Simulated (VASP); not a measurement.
# AlCo (CsCl type) in VASP: notebook

The runs below take AlCo (CsCl type) through single point, with HSE06.

Program: VASP 6.6.1. These are calculated values, not measurements. Logs are shortened: lines on timing, memory, paths and dates and some standing lists are left out, and cuts for length are marked.

### Step 1. The cell of the first run

Symmetry: Pm-3m, No. 221, cubic system. The conventional cell has a = 2.888 Å, b = 2.888 Å, c = 2.888 Å, α = 90.00°, β = 90.00°, γ = 90.00°. Co (site symmetry m-3m) has 8 Al at 2.50 Å and 6 Co at 2.89 Å within 3.3 Å. Within 3.3 Å of Al (site symmetry m-3m) lie 8 Co at 2.50 Å and 6 Al at 2.89 Å.

### Step 2. Single point, HSE06

POSCAR

```
AlCo
1.0
    2.8875043009      0.0000000000      0.0000000000
    0.0000000000      2.8875043009      0.0000000000
    0.0000000000      0.0000000000      2.8875043009
Co Al
1 1
Direct
    0.0000000000      0.0000000000      0.0000000000
    0.5000000000      0.5000000000      0.5000000000
```

INCAR.step1

```
PREC = Accurate ; ENCUT = 520
EDIFF = 1E-5 ; ISMEAR = -1
SIGMA = 0.1 ; LREAL = False
LASPH = True ; NELM = 80
ALGO = Normal ; ISIF = 2
LWAVE = True ; GGA = PE
NBANDS = 13
```

INCAR.step2

```
PREC = Accurate ; ENCUT = 520
EDIFF = 1E-7 ; ISMEAR = -1
SIGMA = 0.1 ; LREAL = False
LASPH = True ; NELM = 80
ALGO = Normal ; ISIF = 2
LWAVE = False ; LCHARG = True
GGA = PE ; LHFCALC = True
HFSCREEN = 0.2079 ; PRECFOCK = Normal
LELF = True ; LVHAR = True
ISTART = 1 ; NBANDS = 13
```

KPOINTS

```
Automatic mesh
0
Gamma
  4 4 4
```

Potentials or basis: VASP PAW PBE potentials, release 64 (Co, Al).

Run with:

```console
> cat potpaw_PBE.64/Co/POTCAR potpaw_PBE.64/Al/POTCAR > POTCAR
> cp INCAR.step1 INCAR
> mpirun -np 1 vasp_std > vasp.out
> cp INCAR.step2 INCAR
> mpirun -np 1 vasp_std > vasp.out
```

OUTCAR:

```text
PREC = Accurate
   ENCUT = 520
   EDIFF = 1E-7
   ISMEAR = -1
   LREAL = False
   LASPH = True
   NELM = 80
   ISIF = 2
   GGA = PE
   LHFCALC = True
   HFSCREEN = 0.2079
   PRECFOCK = Normal
   ISTART = 1

 ion  position               nearest neighbor table
   1  0.000  0.000  0.000-   2 2.50   2 2.50   2 2.50   2 2.50   2 2.50   2 2.50   2 2.50   2 2.50

   2  0.500  0.500  0.500-   1 2.50   1 2.50   1 2.50   1 2.50   1 2.50   1 2.50   1 2.50   1 2.50

  LATTYP: Found a simple cubic cell.
 ALAT       =     2.8875043009

  Lattice vectors:

 A1 = (   2.8875043009,   0.0000000000,   0.0000000000)
 A2 = (   0.0000000000,   2.8875043009,   0.0000000000)
 A3 = (   0.0000000000,   0.0000000000,   2.8875043009)

Analysis of symmetry for initial positions (statically):
=====================================================================
 Subroutine PRICEL returns:
 Original cell was already a primitive cell.

 Routine SETGRP: Setting up the symmetry group for a
 simple cubic supercell.

 Subroutine GETGRP returns: Found 48 space group operations
 (whereof 48 operations were pure point group operations)
 out of a pool of 48 trial point group operations.

The static configuration has the point symmetry O_h .

Analysis of symmetry for dynamics (positions and initial velocities):
=====================================================================
 Subroutine PRICEL returns:
 Original cell was already a primitive cell.

 Routine SETGRP: Setting up the symmetry group for a
 simple cubic supercell.

 Subroutine GETGRP returns: Found 48 space group operations
 (whereof 48 operations were pure point group operations)
 out of a pool of 48 trial point group operations.

The dynamic configuration has the point symmetry O_h .

 Subroutine INISYM returns: Found 48 space group operations
 (whereof 48 operations are pure point group operations),
 and found     1 'primitive' translations

----------------------------------------------------------------------------------------

                                     Primitive cell

  volume of cell :      24.0751

  direct lattice vectors                    reciprocal lattice vectors
     2.887504301  0.000000000  0.000000000     0.346319830  0.000000000  0.000000000
     0.000000000  2.887504301  0.000000000     0.000000000  0.346319830  0.000000000
     0.000000000  0.000000000  2.887504301     0.000000000  0.000000000  0.346319830

  length of vectors
     2.887504301  2.887504301  2.887504301     0.346319830  0.346319830  0.346319830

  position of ions in fractional coordinates (direct lattice)
     0.000000000  0.000000000  0.000000000
     0.500000000  0.500000000  0.500000000

  ion indices of the primitive-cell ions
   primitive index   ion index
                 1           1
                 2           2

----------------------------------------------------------------------------------------

 KPOINTS: Automatic mesh

Automatic generation of k-mesh.
 Grid dimensions read from file:
 generate k-points for:    4    4    4

 Generating k-lattice:

  Cartesian coordinates                     Fractional coordinates (reciprocal lattice)
     0.086579958  0.000000000  0.000000000     0.250000000  0.000000000  0.000000000
     0.000000000  0.086579958  0.000000000     0.000000000  0.250000000  0.000000000
     0.000000000  0.000000000  0.086579958     0.000000000  0.000000000  0.250000000

  Length of vectors
     0.086579958  0.086579958  0.086579958

  Shift w.r.t. Gamma in fractional coordinates (k-lattice)
     0.000000000  0.000000000  0.000000000

 Subroutine IBZKPT returns following result:
 ===========================================

 Found     10 irreducible k-points:

 Following reciprocal coordinates:
            Coordinates               Weight
  0.000000  0.000000  0.000000      1.000000
  0.250000  0.000000  0.000000      6.000000
  0.500000  0.000000  0.000000      3.000000
  0.250000  0.250000  0.000000     12.000000
  0.500000  0.250000  0.000000     12.000000
  0.500000  0.500000  0.000000      3.000000
  0.250000  0.250000  0.250000      8.000000
  0.500000  0.250000  0.250000     12.000000
  0.500000  0.500000  0.250000      6.000000
  0.500000  0.500000  0.500000      1.000000
   k-points           NKPTS =     10   k-points in BZ     NKDIM =     64   number of bands    NBANDS=     13
   number of dos      NEDOS =    301   number of ions     NIONS =      2
   total plane-waves  NPLWV =  13824
   dimension x,y,z NGX =    24 NGY =   24 NGZ =   24
   dimension x,y,z NGXF=    48 NGYF=   48 NGZF=   48
   ions per type =               1   1
   NGX,Y,Z   is equivalent  to a cutoff of  13.82, 13.82, 13.82 a.u.
   NGXF,Y,Z  is equivalent  to a cutoff of  27.64, 27.64, 27.64 a.u.
 SYSTEM =  unknown system
   PREC   = accura    normal or accurate (medium, high low for compatibility)
   ISTART =      1    job   : 0-new  1-cont  2-samecut
   ICHARG =      0    charge: 1-file 2-atom 10-const
   ISPIN  =      1    spin polarized calculation?
   LNONCOLLINEAR =      F non collinear calculations
   LSORBIT =      F    spin-orbit coupling
   LASPH  =      T    aspherical Exc in radial PAW
   ENCUT  =  520.0 eV  38.22 Ry    6.18 a.u.   5.37  5.37  5.37*2*pi/ulx,y,z
   NELM   =     80;   NELMIN=  2; NELMDL=  0     # of ELM steps
   EDIFF  = 0.1E-06   stopping-criterion for ELM
   LREAL  =      F    real-space projection
   EDIFFG = 0.1E-05   stopping-criterion for IOM
   NSW    =      0    number of steps for IOM
   IBRION =     -1    ionic relax: 0-MD 1-quasi-New 2-CG
   NFREE  =      0    steps in history (QN), initial steepest desc. (CG)
   ISIF   =      2    stress and relaxation
   ISYM   =      3    0-nonsym 1-usesym 2-fastsym
   POTIM  = 0.5000    time-step for ionic-motion
   TEBEG  =    0.0;   TEEND  =   0.0 temperature during run
   PSTRESS=    0.0 pullay stress
   NELECT =      12.0000    total number of electrons
   NUPDOWN=      -1.0000    fix difference up-down
   EMIN   =  10.00;   EMAX   =-10.00  energy-range for DOS
   EFERMI =   0.00;   METHOD = LEGACY
   ISMEAR =    -1;   SIGMA  =   0.10  broadening in eV -4-tet -1-fermi 0-gaus
   EFERMI_NEDOS =   21; number of points for ismear=-14 and -15
   IALGO  =     38    algorithm
   IMIX   =      1    mixing-type and parameters
     AMIX     =   0.40;   BMIX     =  1.00
     AMIX_MAG =   1.60;   BMIX_MAG =  1.00
  volume/ion in A,a.u.               =      12.04        81.23
  Fermi-wavevector in a.u.,A,eV,Ry     =   1.298014  2.452890 22.923634  1.684840
  Thomas-Fermi vector in A             =   2.429369
   LORBIT       =      0    0 simple, 1 ext, 2 COOP (PROOUT), +10 PAW based schemes
   GGA     = PE    functional components
   LHFCALC =     T    Hartree Fock is set to
   PRECFOCK=normal    Normal, Fast or Accurate (Low or Medium for compatibility)
   ENCUT4O =  -1.0   cutoff for four orbital integrals eV
   NKREDX  =     1    reduce k-point grid by
   NKREDY  =     1    reduce k-point grid by
   NKREDZ  =     1    reduce k-point grid by
   AEXX    =    0.2500 exact exchange contribution
   HFSCREEN=    0.2079 screening length (either q_TF or 0.3 A-1)
   HFSCREENC=   0.2079 screening length for correlation (either q_TF or 0.3 A-1)
   ENCUTFOCK=  -1.0 apply spherical cutoff to Coloumb kernel
   IVDW    =     0    specifies the selected vdW correction
   LEPSILON=     F    determine dielectric tensor
   LRPA    =     F    only Hartree local field effects (RPA)
 non-spin polarized calculation
  energy-cutoff  :      520.00
  volume of cell :       24.08
 maximum number of plane-waves:       672
 NGX is ok and might be reduce to    24
  NGX = 18; NGY = 18; NGZ = 18

 number of electron      12.0000002 magnetization

 Free energy of the ion-electron system (eV)
  ---------------------------------------------------
  ext. energy  EPLUGINS =         0.00000000
  ---------------------------------------------------
  free energy    TOTEN  =       -13.99575604 eV

  energy without entropy =      -13.96545093  energy(sigma->0) =      -13.98060348

 E-fermi :   9.8916     XC(G=0):  -9.8652

 val. band max:        9.5986896333   @ k =   0.5000   0.5000   0.2500
 cond. band min:       9.9157660383   @ k =   0.5000   0.5000   0.5000
 fundamental gap:      0.3170764050
 Fermi energy:         9.8916016952

 k-point     1 :       0.0000    0.0000    0.0000
  band No.  band energies     occupation
      1      -2.2975      2.00000
      2       6.4611      2.00000
      3       6.4611      2.00000
      4       7.5330      2.00000
      5       7.5330      2.00000
      6       7.5330      2.00000
      7      16.4259      0.00000
      8      16.4259      0.00000
      9      16.4259      0.00000
     10      19.6143      0.00000
     11      19.6143      0.00000
     12      25.6403      0.00000
     13      32.5601      0.00000

 k-point     2 :       0.2500    0.0000    0.0000
  band No.  band energies     occupation
      1      -1.0287      2.00000
      2       5.9882      2.00000
      3       6.7520      2.00000
      4       7.0848      2.00000
      5       7.0848      2.00000
      6       7.5796      2.00000
      7      11.9340      0.00000
      8      17.9715      0.00000
      9      17.9715      0.00000
     10      19.3900      0.00000
     11      23.1086      0.00000
     12      27.0017      0.00000
     13      27.0017      0.00000

 k-point     3 :       0.5000    0.0000    0.0000
  band No.  band energies     occupation
      1       2.3600      2.00000
      2       2.5623      2.00000
      3       6.6955      2.00000
      4       6.6955      2.00000
      5       7.0704      2.00000
      6       7.6267      2.00000
      7      10.5825      0.00200
      8      19.1026      0.00000
      9      21.3596      0.00000
     10      21.3596      0.00000
     11      22.1381      0.00000
     12      22.1381      0.00000
     13      25.4797      0.00000

 k-point     4 :       0.2500    0.2500    0.0000
  band No.  band energies     occupation
      1       0.1683      2.00000
      2       5.9045      2.00000
      3       6.5849      2.00000
      4       7.1093      2.00000
      5       7.2185      2.00000
      6       7.2590      2.00000
      7      12.0855      0.00000
      8      13.6545      0.00000
      9      19.3983      0.00000
     10      20.0415      0.00000
     11      22.9942      0.00000
     12      27.4274      0.00000
     13      27.4379      0.00000

 k-point     5 :       0.5000    0.2500    0.0000
  band No.  band energies     occupation
      1       2.8794      2.00000
      2       3.8095      2.00000
      3       6.6871      2.00000
      4       6.7929      2.00000
      5       7.2428      2.00000
      6       7.3479      2.00000
      7      10.4589      0.00685
      8      15.6143      0.00000
      9      16.2269      0.00000
     10      22.5543      0.00000
     11      23.1656      0.00000
     12      23.2638      0.00000
     13      26.8892      0.00000

 k-point     6 :       0.5000    0.5000    0.0000
  band No.  band energies     occupation
      1       3.4524      2.00000
      2       6.3735      2.00000
      3       6.8676      2.00000
      4       6.8676      2.00000
      5       6.8928      2.00000
      6       6.8928      2.00000
      7      10.0070      0.47954
      8      13.0100      0.00000
      9      13.0824      0.00000
     10      23.3041      0.00000
     11      26.4768      0.00000
     12      26.4768      0.00000
     13      26.6534      0.00000

 k-point     7 :       0.2500    0.2500    0.2500
  band No.  band energies     occupation
      1       1.2682      2.00000
      2       6.0120      2.00000
      3       6.0120      2.00000
      4       6.8401      2.00000
      5       7.6278      2.00000
      6       7.6278      2.00000
      7      13.2423      0.00000
      8      13.2423      0.00000
      9      15.1543      0.00000
     10      21.4664      0.00000
     11      21.4664      0.00000
     12      22.8519      0.00000
     13      28.6865      0.00000

 k-point     8 :       0.5000    0.2500    0.2500
  band No.  band energies     occupation
      1       3.4111      2.00000
      2       4.6751      2.00000
      3       5.6332      2.00000
      4       7.1398      2.00000
      5       7.8828      2.00000
      6       8.2701      2.00000
      7      10.5007      0.00452
      8      16.1470      0.00000
      9      16.6801      0.00000
     10      16.9425      0.00000
     11      18.0057      0.00000
     12      23.6358      0.00000
     13      27.8536      0.00000

 k-point     9 :       0.5000    0.5000    0.2500
  band No.  band energies     occupation
      1       4.0122      2.00000
      2       5.2319      2.00000
      3       5.2319      2.00000
      4       7.7351      2.00000
      5       9.5987      1.89854
      6       9.5987      1.89853
      7       9.9656      0.64617
      8      12.9652      0.00000
      9      13.3343      0.00000
     10      18.6747      0.00000
     11      19.5518      0.00000
     12      19.5518      0.00000
     13      23.6928      0.00000

 k-point    10 :       0.5000    0.5000    0.5000
  band No.  band energies     occupation
      1       4.6710      2.00000
      2       4.6710      2.00000
      3       4.6710      2.00000
      4       9.9158      0.87976
      5       9.9158      0.87973
      6      12.5458      0.00000
      7      12.5458      0.00000
      8      12.5458      0.00000
      9      14.3169      0.00000
     10      15.2389      0.00000
     11      15.2389      0.00000
     12      15.2389      0.00000
     13      19.8903      0.00000

------------------------ aborting loop because EDIFF is reached ----------------------------------------

  FORCE on cell =-STRESS in cart. coord.  units (eV):
  Direction    XX          YY          ZZ          XY          YZ          ZX
  --------------------------------------------------------------------------------------
  -------------------------------------------------------------------------------------
  Total       -1.9216842     -1.9216842     -1.9216842     -0.0000000     -0.0000000      0.0000000
  in kB     -127.8864946   -127.8864946   -127.8864946     -0.0000000     -0.0000000      0.0000000
  external PRESSURE =    -127.8864946 kB  Pullay stress =       0.0000000 kB

 VOLUME and BASIS-vectors are now :
 -----------------------------------------------------------------------------
  energy-cutoff  :      520.00
  volume of cell :       24.08
      direct lattice vectors                 reciprocal lattice vectors
     2.887504301  0.000000000  0.000000000     0.346319830  0.000000000  0.000000000
     0.000000000  2.887504301  0.000000000     0.000000000  0.346319830  0.000000000
     0.000000000  0.000000000  2.887504301     0.000000000  0.000000000  0.346319830

 POSITION                                       TOTAL-FORCE (eV/Angst)
 -----------------------------------------------------------------------------------
      0.00000      0.00000      0.00000         0.000000      0.000000      0.000000
      1.44375      1.44375      1.44375         0.000000      0.000000      0.000000
 -----------------------------------------------------------------------------------
    total drift:                                0.000002      0.000002      0.000002

  FREE ENERGIE OF THE ION-ELECTRON SYSTEM (eV)
  ---------------------------------------------------
  free  energy   TOTEN  =       -13.9957560380 eV

  energy  without entropy=      -13.9654509272  energy(sigma->0) =      -13.98060348
```

It took 3.8 min on 1 thread of Intel Xeon 6975P-C (Granite Rapids), shared host; peak memory 0.24 GiB.

Results:

```
Free energy            : -13.9958 eV
Pressure               : -12.8 GPa
Band gap on the k mesh : zero (band 6 reaches 12.55 eV, above the bottom of band 7 at 9.97 eV)
```

Levels at points of the mesh, in eV from the Fermi level:
| k point | band 3 | band 4 | band 5 | band 6 | band 7 | band 8 | band 9 | band 10 |
| --- | --- | --- | --- | --- | --- | --- | --- | --- |
| (0.00, 0.00, 0.00) | -3.43 | -2.36 | -2.36 | -2.36 | 6.53 | 6.53 | 6.53 | 9.72 |
| (0.50, 0.00, 0.00) | -3.20 | -3.20 | -2.82 | -2.26 | 0.69 | 9.21 | 11.47 | 11.47 |
| (0.50, 0.50, 0.00) | -3.02 | -3.02 | -3.00 | -3.00 | 0.12 | 3.12 | 3.19 | 13.41 |
| (0.50, 0.50, 0.50) | -5.22 | 0.02 | 0.02 | 2.65 | 2.65 | 2.65 | 4.43 | 5.35 |

Caveat: the k points lie up to 0.54 Å⁻¹ apart; the PAW data sets were made with another functional, which shifts forces and pressure a little. Spin polarisation is off, so any magnetic state and its effect on volume and gap are missing.

### Step 3. Single point, HSE06

This run uses another cell than the first one, of 11.57 Å³/atom, 0.962 times its volume.

POSCAR

```
AlCo
1.0
    2.8500000000      0.0000000000      0.0000000000
    0.0000000000      2.8500000000      0.0000000000
    0.0000000000      0.0000000000      2.8500000000
Co Al
1 1
Direct
    0.0121547425      0.0121547425      0.0121547425
    0.5000000000      0.5000000000      0.5000000000
```

INCAR.step1

```
SYSTEM = AlCo
  PREC = Accurate
  ENCUT = 520
  EDIFF = 1E-5
  ISMEAR = -1
  SIGMA = 0.1
  LREAL = .False.
  LASPH = .True.
  NELM = 80
  ALGO = Normal
  ISIF = 2
  LWAVE = .True.
  LCHARG = .False.
  NBANDS = 13
  GGA = PE
```

INCAR.step2

```
SYSTEM = AlCo
  PREC = Accurate
  ENCUT = 520
  EDIFF = 1E-6
  ISMEAR = -1
  SIGMA = 0.1
  LREAL = .False.
  LASPH = .True.
  NELM = 80
  ALGO = Normal
  ISIF = 2
  LWAVE = .False.
  LCHARG = .False.
  GGA = PE
  LHFCALC = .True.
  HFSCREEN = 0.2079
  PRECFOCK = Normal
  NBANDS = 13
  ISTART = 1
```

KPOINTS

```
Automatic mesh
0
Gamma
  4 4 4
  0 0 0
```

Potentials or basis: VASP PAW PBE potentials, release 64 (Co, Al).

Run with:

```console
> cat potpaw_PBE.64/Co/POTCAR potpaw_PBE.64/Al/POTCAR > POTCAR
> cp INCAR.step1 INCAR
> mpirun -np 1 vasp_std > vasp.out
> cp INCAR.step2 INCAR
> mpirun -np 1 vasp_std > vasp.out
```

It took 1.9 min on 1 thread of Intel Xeon 6975P-C (Granite Rapids), shared host; peak memory 0.24 GiB.

It converged, with:

```yaml
Free_energy: -14.0394 eV
Pressure: -6.0 GPa
Largest_force: 0.423 eV/Å
Band_gap_on_the_k_mesh: zero (band 6 reaches 13.05 eV, above the bottom of band 7 at 10.46 eV)
```

Forces in eV/Å, atoms in the order of the input:
```
Co  -0.244 -0.244 -0.244
Al   0.244  0.244  0.244
```

Stress tensor (GPa, compression positive):
```
-6.01  0.21  0.21
 0.21 -6.01  0.21
 0.21  0.21 -6.01
```

Levels at points of the mesh, in eV from the Fermi level:
```
           k point  band 3  band 4  band 5  band 6  band 7  band 8  band 9  band 10
(0.00, 0.00, 0.00)   -3.62   -2.41   -2.40   -2.40    6.76    6.76    6.77     9.93
(0.50, 0.00, 0.00)   -3.29   -3.28   -2.98   -2.30    0.73    9.31   11.73    11.73
(0.50, 0.50, 0.00)   -3.16   -3.15   -3.03   -3.02    0.11    3.26    3.46    13.91
(0.50, 0.50, 0.50)   -5.40    0.02    0.02    2.66    2.67    2.67    4.77     5.60
```

Caveat: the k points lie up to 0.55 Å⁻¹ apart; the PAW data sets were made with another functional, which shifts forces and pressure a little. Spin polarisation is off, so any magnetic state and its effect on volume and gap are missing.

(Part 1 of 2 ends here.)
